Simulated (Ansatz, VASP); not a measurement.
**Ag: VASP beside Ansatz**

File INCAR:

```
ALGO = Fast
EDIFF = 1E-6
ENCUT = 520
GGA = PS
ISIF = 2
ISMEAR = 0
LASPH = T
LCHARG = F
LREAL = F
LWAVE = F
NBANDS = 12
NELM = 80
PREC = Accurate
SIGMA = 0.15
```

Contents of KPOINTS:

```
k-points
0
Gamma
  26 26 26
```

File POSCAR:

```
Ag
1.0
   -1.6125573273      1.6125573273      1.6528712605
    1.6125573273     -1.6125573273      1.6528712605
    1.6125573273      1.6125573273     -1.6528712605
Ag
1
Direct
    0.0000000000      0.0000000000      0.0000000000
```

Input for Ansatz:

```yaml
crystal:
  lattice:
    - [-1.6125573273, 1.6125573273, 1.6528712605]
    - [1.6125573273, -1.6125573273, 1.6528712605]
    - [1.6125573273, 1.6125573273, -1.6528712605]
  atoms:
    - { symbol: Ag, position: [0.0, 0.0, 0.0] }
basis:
  ecutwfc: 420
kpoints:
  mp_grid: { grid: [26, 26, 26] }
hamiltonian:
  xc: pbesol
scf:
  occupations: { method: gaussian, width: 0.15 }
output:
  forces: true
  stress: true
  eigenvalues: true
```

Change from the starting cell: strain +0.000 along x and y, +0.025 along z, atoms carried along.

Alike in both runs: task single point; functional PBEsol; k mesh 26 × 26 × 26; occupations gaussian, width 0.15 eV; no spin polarisation.

|  | VASP | Ansatz |
| --- | --- | --- |
| version | VASP 6.6.1 | Ansatz 0.2.0 |
| potentials or method | VASP PAW PBE potentials, release 64 (Ag), cutoff 520 eV | scalar-relativistic, plane waves, PAW |
| valence electrons in the cell | 11 | 19 |

```csv
,VASP,Ansatz,Ansatz less VASP
gap on the k mesh at the Fermi level (eV),none,none,-
pressure (GPa),-2.8,-2.7,+0.09
"traceless stress, the component that is largest in VASP (GPa)",0.35,0.35,+0.003
```

VASP's potentials were made for PBE, not for PBEsol. A gap of «none» marks a metal or a gap that the smearing closes. VASP's potentials hold 11 valence electrons a cell and Ansatz's 19, so a difference there can come from the potentials and not from the codes.
